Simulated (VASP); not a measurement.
A run of VASP 6.6.1 is set up as follows.

File INCAR:

```
SYSTEM = KI
PREC     = Accurate       ! precision mode
ENCUT    = 520            ! plane-wave cutoff, eV
EDIFF    = 1E-7           ! SCF threshold, eV
ISMEAR   = 0              ! smearing method
SIGMA    = 0.01           ! smearing width, eV
LREAL    = .False.        ! projectors in reciprocal space
LASPH    = .True.         ! aspherical terms in the spheres
NELM     = 80             ! most SCF steps
ALGO     = Normal         ! electronic algorithm
ISIF     = 2              ! what is computed and relaxed
LWAVE    = .False.        ! write WAVECAR
LCHARG   = .False.        ! write CHGCAR
GGA      = PE             ! functional
NBANDS   = 15             ! bands
```

File KPOINTS:

```
Automatic mesh
0
Gamma
  4 4 4
  0 0 0
```

Contents of POSCAR:

```
KI
1.0
   -0.0472391067      3.5324879519      3.5324879519
    3.5324879519     -0.0472391067      3.5324879519
    3.5324879519      3.5324879519     -0.0472391067
K I
1 1
Direct
    0.0000000000      0.0000000000      0.0000000000
    0.5000000000      0.5000000000      0.5000000000
```

Potentials or basis: VASP PAW PBE potentials, release 64 (K_sv, I).

The run is started by

```sh
$ cat potpaw_PBE.64/K_sv/POTCAR potpaw_PBE.64/I/POTCAR > POTCAR
$ mpirun -np 1 vasp_std > vasp.out
```

Problem. What does it give for the band gap on the k mesh?

Solution. 3.88 eV, direct.

Problem. What does it give for the pressure?

Solution. 0.4 GPa.

Caveat: the cell differs from its parent crystal (epitaxial 111 strain +1.0%); spin-orbit coupling is left out, which moves the levels of the heavy elements.
